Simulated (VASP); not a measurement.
# PtSe2 in VASP: single point with r2SCAN

Aim: the single point of PtSe2 with r2SCAN.

All numbers are computed with VASP 6.6.1; they aren't measurements. Logs are shortened: lines on timing, memory, paths and dates and some standing lists are left out, and cuts for length are marked.

### Step 1. The cell of the first run

The typed cell holds 3 atoms: a = 3.734 Å, b = 3.734 Å, c = 5.298 Å, α = 90.00°, β = 90.00°, γ = 60.00°.

### Step 2. Single point, r2SCAN

POSCAR

```
PtSe2
1.0
    1.8667910000      3.2333740000      0.0000000000
   -1.8667910000      3.2333740000      0.0000000000
    0.0000000000      0.0000000000      5.2979490000
Pt Se
1 2
Direct
    0.0000000000      0.0000000000      0.0000000000
    0.3333000000      0.3334000000      0.2500000000
    0.6667000000      0.6666000000      0.7500000000
```

INCAR.step1

```
SYSTEM = PtSe2
  PREC = Accurate
  ENCUT = 520
  ISMEAR = -1
  SIGMA = 0.1
  LREAL = .False.
  LASPH = .True.
  NELM = 80
  NBANDS = 18
  GGA = PE
  ALGO = Normal
  EDIFF = 1E-4
  LWAVE = .True.
  LCHARG = .False.
```

INCAR.step2

```
SYSTEM = PtSe2
  PREC = Accurate
  ENCUT = 520
  EDIFF = 1E-6
  ISMEAR = -1
  SIGMA = 0.1
  LREAL = .False.
  LASPH = .True.
  NELM = 80
  ALGO = Normal
  ISIF = 2
  LWAVE = .False.
  LCHARG = .True.
  METAGGA = R2SCAN
  LMIXTAU = .True.
  LELF = .True.
  LVHAR = .True.
  NBANDS = 18
  ISTART = 1
```

KPOINTS

```
regular mesh
0
Gamma
  10 10 7
  0 0 0
```

Potentials or basis: VASP PAW PBE potentials, release 64 (Pt, Se).

Run with:

```bash
cat potpaw_PBE.64/Pt/POTCAR potpaw_PBE.64/Se/POTCAR > POTCAR
cp INCAR.step1 INCAR
mpirun -np 1 vasp_std > vasp.out
cp INCAR.step2 INCAR
mpirun -np 1 vasp_std > vasp.out
```

OUTCAR:

```text
SYSTEM = PtSe2
   PREC = Accurate
   ENCUT = 520
   EDIFF = 1E-6
   ISMEAR = -1
   LREAL = .False.
   LASPH = .True.
   NELM = 80
   ISIF = 2
   METAGGA = R2SCAN
   ISTART = 1

 ion  position               nearest neighbor table
   1  0.000  0.000  0.000-   3 2.53   2 2.53   3 2.53   2 2.53   3 2.53   2 2.53
   2  0.333  0.333  0.250-   1 2.53   1 2.53   1 2.53
   3  0.667  0.667  0.750-   1 2.53   1 2.53   1 2.53

  LATTYP: Found a hexagonal cell.
 ALAT       =     3.7335795239
 C/A-ratio  =     1.4189999077

  Lattice vectors:

 A1 = (   1.8667910000,  -3.2333740000,   0.0000000000)
 A2 = (   1.8667910000,   3.2333740000,   0.0000000000)
 A3 = (   0.0000000000,   0.0000000000,   5.2979490000)

Analysis of symmetry for initial positions (statically):
=====================================================================
 Subroutine PRICEL returns:
 Original cell was already a primitive cell.

 Routine SETGRP: Setting up the symmetry group for a
 hexagonal supercell.

 Subroutine GETGRP returns: Found  4 space group operations
 (whereof  4 operations were pure point group operations)
 out of a pool of 24 trial point group operations.

The static configuration has the point symmetry C_2h.

Analysis of symmetry for dynamics (positions and initial velocities):
=====================================================================
 Subroutine PRICEL returns:
 Original cell was already a primitive cell.

 Routine SETGRP: Setting up the symmetry group for a
 hexagonal supercell.

 Subroutine GETGRP returns: Found  4 space group operations
 (whereof  4 operations were pure point group operations)
 out of a pool of 24 trial point group operations.

The dynamic configuration has the point symmetry C_2h.

 Subroutine INISYM returns: Found  4 space group operations
 (whereof  4 operations are pure point group operations),
 and found     1 'primitive' translations

----------------------------------------------------------------------------------------

                                     Primitive cell

  volume of cell :      63.9572

  direct lattice vectors                    reciprocal lattice vectors
     1.866791000  3.233374000  0.000000000     0.267839303  0.154637230  0.000000000
    -1.866791000  3.233374000  0.000000000    -0.267839303  0.154637230  0.000000000
     0.000000000  0.000000000  5.297949000     0.000000000  0.000000000  0.188752289

  length of vectors
     3.733579524  3.733579524  5.297949000     0.309274256  0.309274256  0.188752289

  position of ions in fractional coordinates (direct lattice)
     0.000000000  0.000000000  0.000000000
     0.333300000  0.333400000  0.250000000
     0.666700000  0.666600000  0.750000000

  ion indices of the primitive-cell ions
   primitive index   ion index
                 1           1
                 2           2
                 3           3

----------------------------------------------------------------------------------------

 KPOINTS: regular mesh

Automatic generation of k-mesh.
 Grid dimensions read from file:
 generate k-points for:   10   10    7

 Generating k-lattice:

  Cartesian coordinates                     Fractional coordinates (reciprocal lattice)
     0.026783930  0.015463723  0.000000000     0.100000000  0.000000000  0.000000000
    -0.026783930  0.015463723  0.000000000     0.000000000  0.100000000  0.000000000
     0.000000000  0.000000000  0.026964613     0.000000000  0.000000000  0.142857143

  Length of vectors
     0.030927426  0.030927426  0.026964613

  Shift w.r.t. Gamma in fractional coordinates (k-lattice)
     0.000000000  0.000000000  0.000000000

 Subroutine IBZKPT returns following result:
 ===========================================

 Found    196 irreducible k-points:

 Following reciprocal coordinates:
            Coordinates               Weight
  0.000000  0.000000  0.000000      1.000000
  0.100000  0.000000  0.000000      4.000000
  0.000000  0.100000  0.000000      2.000000
  0.200000  0.000000  0.000000      4.000000
  0.000000  0.200000  0.000000      2.000000
  0.300000  0.000000  0.000000      4.000000
[... 16 lines left out ...]
  0.400000  0.200000  0.000000      2.000000
  0.200000  0.400000  0.000000      4.000000
 [... further k-points ...]
   k-points           NKPTS =    196   k-points in BZ     NKDIM =    196   number of bands    NBANDS=     18
   number of dos      NEDOS =    301   number of ions     NIONS =      3
   total plane-waves  NPLWV =  31360
   dimension x,y,z NGX =    28 NGY =   28 NGZ =   40
   dimension x,y,z NGXF=    56 NGYF=   56 NGZF=   80
   ions per type =               1   2
   NGX,Y,Z   is equivalent  to a cutoff of  12.47, 12.47, 12.55 a.u.
   NGXF,Y,Z  is equivalent  to a cutoff of  24.94, 24.94, 25.10 a.u.
 SYSTEM =  PtSe2
   PREC   = accura    normal or accurate (medium, high low for compatibility)
   ISTART =      1    job   : 0-new  1-cont  2-samecut
   ICHARG =      0    charge: 1-file 2-atom 10-const
   ISPIN  =      1    spin polarized calculation?
   LNONCOLLINEAR =      F non collinear calculations
   LSORBIT =      F    spin-orbit coupling
   LASPH  =      T    aspherical Exc in radial PAW
   ENCUT  =  520.0 eV  38.22 Ry    6.18 a.u.   6.94  6.94  9.85*2*pi/ulx,y,z
   NELM   =     80;   NELMIN=  2; NELMDL=  0     # of ELM steps
   EDIFF  = 0.1E-05   stopping-criterion for ELM
   LREAL  =      F    real-space projection
   EDIFFG = 0.1E-04   stopping-criterion for IOM
   NSW    =      0    number of steps for IOM
   IBRION =     -1    ionic relax: 0-MD 1-quasi-New 2-CG
   NFREE  =      0    steps in history (QN), initial steepest desc. (CG)
   ISIF   =      2    stress and relaxation
   ISYM   =      2    0-nonsym 1-usesym 2-fastsym
   POTIM  = 0.5000    time-step for ionic-motion
   TEBEG  =    0.0;   TEEND  =   0.0 temperature during run
   PSTRESS=    0.0 pullay stress
   NELECT =      22.0000    total number of electrons
   NUPDOWN=      -1.0000    fix difference up-down
   EMIN   =  10.00;   EMAX   =-10.00  energy-range for DOS
   EFERMI =   0.00;   METHOD = LEGACY
   ISMEAR =    -1;   SIGMA  =   0.10  broadening in eV -4-tet -1-fermi 0-gaus
   EFERMI_NEDOS =   21; number of points for ismear=-14 and -15
   IALGO  =     38    algorithm
   IMIX   =      4    mixing-type and parameters
     AMIX     =   0.40;   BMIX     =  1.00
     AMIX_MAG =   1.60;   BMIX_MAG =  1.00
  volume/ion in A,a.u.               =      21.32       143.87
  Fermi-wavevector in a.u.,A,eV,Ry     =   1.147059  2.167628 17.901802  1.315745
  Thomas-Fermi vector in A             =   2.283741
   LORBIT       =      0    0 simple, 1 ext, 2 COOP (PROOUT), +10 PAW based schemes
   METAGGA = R2SCAN    functional components
   LHFCALC =     F    Hartree Fock is set to
   AEXX    =    0.0000 exact exchange contribution
   IVDW    =     0    specifies the selected vdW correction
   LEPSILON=     F    determine dielectric tensor
   LRPA    =     F    only Hartree local field effects (RPA)
 non-spin polarized calculation
  energy-cutoff  :      520.00
  volume of cell :       63.96
 maximum number of plane-waves:      1738
   NGX = 13   NGY = 13   NGZ = 19

 number of electron      21.9999996 magnetization

 Free energy of the ion-electron system (eV)
  ---------------------------------------------------
  ext. energy  EPLUGINS =         0.00000000
  ---------------------------------------------------
  free energy    TOTEN  =       -81.47143850 eV

  energy without entropy =      -81.45805294  energy(sigma->0) =      -81.46474572

 E-fermi :   5.6252     XC(G=0): -10.9846

 val. band max:        5.6211064297   @ k =  -0.0000  -0.1000   0.1429
 cond. band min:       5.6475197642   @ k =   0.3000   0.3000   0.2857
 fundamental gap:      0.0264133344
 Fermi energy:         5.6252325122

 k-point     1 :       0.0000    0.0000    0.0000
  band No.  band energies     occupation
      1     -10.2239      2.00000
      2      -7.7323      2.00000
      3      -1.4788      2.00000
      4      -0.6441      2.00000
      5      -0.6436      2.00000
      6       1.6487      2.00000
[... 10 lines left out ...]
     17      13.5424      0.00000
     18      18.1621      0.00000

 k-point     2 :       0.1000    0.0000    0.0000
  band No.  band energies     occupation
      1     -10.1128      2.00000
      2      -7.7653      2.00000
      3      -1.3433      2.00000
      4      -0.5882      2.00000
      5      -0.5751      2.00000
      6       1.5032      2.00000
[... 10 lines left out ...]
     17      13.9065      0.00000
     18      16.4206      0.00000

 k-point     3 :       0.0000    0.1000    0.0000
  band No.  band energies     occupation
      1     -10.1127      2.00000
      2      -7.7654      2.00000
      3      -1.3433      2.00000
      4      -0.5885      2.00000
      5      -0.5747      2.00000
      6       1.5029      2.00000
[... 10 lines left out ...]
     17      13.9054      0.00000
     18      16.4194      0.00000

 k-point     4 :       0.2000    0.0000    0.0000
  band No.  band energies     occupation
      1      -9.7972      2.00000
      2      -7.8566      2.00000
      3      -0.9748      2.00000
      4      -0.4017      2.00000
      5      -0.3978      2.00000
      6       0.9078      2.00000
[... 375 lines left out ...]
      4      -0.2083      2.00000
      5       0.3672      2.00000
      6       1.0797      2.00000
[... 10 lines left out ...]
     17      14.5689      0.00000
     18      16.4920      0.00000

 k-point    23 :       0.4000    0.2000    0.0000
  band No.  band energies     occupation
      1      -9.0982      2.00000
      2      -8.0431      2.00000
      3      -0.5066      2.00000
      4      -0.2690      2.00000
      5      -0.1319      2.00000
      6       0.3720      2.00000
[... 10 lines left out ...]
     17      14.6455      0.00000
     18      14.6759      0.00000

 k-point    24 :       0.2000    0.4000    0.0000
  band No.  band energies     occupation
      1      -9.0982      2.00000
      2      -8.0431      2.00000
      3      -0.5069      2.00000
      4      -0.2686      2.00000
      5      -0.1317      2.00000
      6       0.3720      2.00000
[... 10 lines left out ...]
     17      14.6461      0.00000
     18      14.6750      0.00000

 [... further k-points ...]
[... 5 lines left out ...]
  --------------------------------------------------------------------------------------
  -------------------------------------------------------------------------------------
  Total       -0.1193936     -0.1212821     -0.3502693     -0.0016357     -0.0020660      0.0035784
  in kB       -2.9909025     -3.0382105     -8.7745170     -0.0409746     -0.0517553      0.0896427
  external PRESSURE =      -4.9345434 kB  Pullay stress =       0.0000000 kB

 VOLUME and BASIS-vectors are now :
 -----------------------------------------------------------------------------
  energy-cutoff  :      520.00
  volume of cell :       63.96
      direct lattice vectors                 reciprocal lattice vectors
     1.866791000  3.233374000  0.000000000     0.267839303  0.154637230  0.000000000
    -1.866791000  3.233374000  0.000000000    -0.267839303  0.154637230  0.000000000
     0.000000000  0.000000000  5.297949000     0.000000000  0.000000000  0.188752289

 POSITION                                       TOTAL-FORCE (eV/Angst)
 -----------------------------------------------------------------------------------
      0.00000      0.00000      0.00000         0.000000     -0.000000      0.000000
     -0.00019      2.15569      1.32449         0.001517     -0.000876     -0.329594
      0.00019      4.31106      3.97346        -0.001517      0.000876      0.329594
 -----------------------------------------------------------------------------------
    total drift:                               -0.000000      0.000000     -0.000000

  FREE ENERGIE OF THE ION-ELECTRON SYSTEM (eV)
  ---------------------------------------------------
  free  energy   TOTEN  =       -81.4714385019 eV

  energy  without entropy=      -81.4580529450  energy(sigma->0) =      -81.46474572
```

It took 17 min on 1 thread of Intel Xeon 8259CL, shared host; peak memory 0.35 GiB.

What came out:

* Free energy: -81.4714 eV
* Pressure: -0.5 GPa
* Largest force: 0.330 eV/Å
* Band gap on the k mesh: zero (bands 11 and 12 overlap by 0.22 eV)

Forces on the atoms (eV/Å):
```
Pt   0.000  0.000  0.000
Se   0.002 -0.001 -0.330
Se  -0.002  0.001  0.330
```

Stress tensor (GPa, compression positive):
```
-0.30  0.00  0.01
 0.00 -0.30 -0.01
 0.01 -0.01 -0.88
```

Levels at points of the mesh, in eV from the Fermi level:
| k point | band 7 | band 8 | band 9 | band 10 | band 11 | band 12 | band 13 | band 14 | band 15 | band 16 |
| --- | --- | --- | --- | --- | --- | --- | --- | --- | --- | --- |
| (0.00, 0.00, 0.00) | -3.98 | -2.70 | -1.01 | -1.01 | 0.24 | 1.58 | 1.58 | 4.38 | 4.56 | 7.92 |
| (0.50, 0.00, 0.00) | -3.63 | -3.45 | -3.38 | -3.28 | -2.97 | 0.82 | 2.25 | 4.98 | 6.24 | 7.43 |
| (0.00, 0.50, 0.00) | -3.63 | -3.45 | -3.38 | -3.28 | -2.97 | 0.82 | 2.25 | 4.98 | 6.24 | 7.43 |

Caveat: the PAW data sets were made with another functional, which shifts forces and pressure a little; spin-orbit coupling is left out, which moves the levels of the heavy elements.
